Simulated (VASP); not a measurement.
Here is a VASP 6.6.1 calculation.

INCAR

```
PREC = Accurate ; ENCUT = 700
EDIFF = 1E-6 ; ISMEAR = 0
SIGMA = 0.05 ; LREAL = F
LASPH = T ; NELM = 200
ALGO = Normal ; ISIF = 2
LWAVE = F ; LCHARG = F
ISPIN = 2 ; MAGMOM = 4.76 0.17
LORBIT = 11 ; LMAXMIX = 4
LDAU = T ; LDAUTYPE = 2
LDAUL = 2 -1 ; LDAUU = 3.9 0
LDAUJ = 0 0 ; LDAUPRINT = 1
GGA = RP ; IVDW = 13
NBANDS = 22 ; GGA_COMPAT = F
```

Contents of KPOINTS:

```
regular mesh
0
Gamma
  10 10 10
```

POSCAR

```
MnO
1.0
    0.0000000000      2.2593465906      2.2593465906
    2.2593465906      0.0000000000      2.2593465906
    2.2593465906      2.2593465906      0.0000000000
Mn O
1 1
Direct
    0.0000000000      0.0000000000      0.0000000000
    0.5000000000      0.5000000000      0.5000000000
```

Potentials or basis: VASP PAW PBE potentials, release 64 (Mn_sv, O).

Launch:

```bash
$ cat potpaw_PBE.64/Mn_sv/POTCAR potpaw_PBE.64/O/POTCAR > POTCAR
$ mpirun -np 1 vasp_std > vasp.out
```

Q: Predict the net moment.

A: 5.00 μB per cell.

Q: What does it give for the pressure?

A: -2.7 GPa.

Eigenvalues of the final occupation matrices:
| site | spin | trace | eigenvalues |
| --- | --- | --- | --- |
| site 1 d | 1 | 4.63 | 0.91 0.91 0.91 0.94 0.94 |
| site 1 d | 2 | 0.13 | 0.01 0.01 0.01 0.05 0.05 |

Caveat: the PAW data sets were made with another functional, which shifts forces and pressure a little; a cell with one magnetic atom can't hold antiferromagnetic order, which such compounds often take. The state reached can hang on the start; a lower one may exist.
